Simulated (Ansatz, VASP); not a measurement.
## One calculation of C, two programs

The input INCAR:

```
PREC = Accurate ; ENCUT = 520
EDIFF = 1E-6 ; ISMEAR = 0
SIGMA = 0.05 ; LREAL = False
LASPH = True ; NELM = 100
ALGO = Normal ; ISIF = 2
LWAVE = False ; LCHARG = False
NBANDS = 11
```

KPOINTS

```
regular mesh
0
Gamma
  12 12 12
```

Contents of POSCAR:

```
C
1.0
    1.2280263465      0.7090013417      3.3470108394
   -1.2280263465      0.7090013417      3.3470108394
    0.0000000000     -1.4180026834      3.3470108394
C
2
Direct
    0.0576398881      0.2303821382      0.2936101901
    0.8360000000      0.8360000000      0.8360000000
```

Input for Ansatz:

```yaml
crystal:
  lattice:
    - [1.2280263465, 0.7090013417, 3.3470108394]
    - [-1.2280263465, 0.7090013417, 3.3470108394]
    - [0.0, -1.4180026834, 3.3470108394]
  atoms:
    - { symbol: C, position: [0.0576398881, 0.2303821382, 0.2936101901] }
    - { symbol: C, position: [0.836, 0.836, 0.836] }
basis:
  ecutwfc: 420
kpoints:
  mp_grid: { grid: [12, 12, 12] }
hamiltonian:
  xc: lda
scf:
  occupations: { method: gaussian, width: 0.05 }
output:
  forces: true
  stress: true
  eigenvalues: true
```

Alike in both runs: task single point; functional LDA; k mesh 12 × 12 × 12; occupations gaussian, width 0.05 eV; no spin polarisation.

|  | VASP | Ansatz |
| --- | --- | --- |
| version | VASP 6.6.1 | Ansatz 0.2.0 |
| potentials or method | VASP PAW LDA potentials, release 64 (C), cutoff 520 eV | scalar-relativistic, plane waves, PAW |
| valence electrons in the cell | 8 | 8 |

VASP gave:

| Property | Result |
| --- | --- |
| gap on the k mesh at the Fermi level (eV) | none |
| pressure (GPa) | 19.9 |
| traceless stress, the component that is largest in VASP (GPa) | 37.24 |
| rms of the force components (eV/Å) | 5.656 |

Question: Which values does Ansatz return?

Answer: gap on the k mesh at the Fermi level (eV): none; pressure (GPa): 19.5; traceless stress, the component that is largest in VASP (GPa): 36.78; rms of the force components (eV/Å): 5.656.

LDA's correlation is that of Perdew and Zunger in VASP and of Perdew and Wang (1992) in Ansatz. Atom by atom the forces differ by 0.009 eV/Å (rms over components). A gap of «none» marks a metal or a gap that the smearing closes.
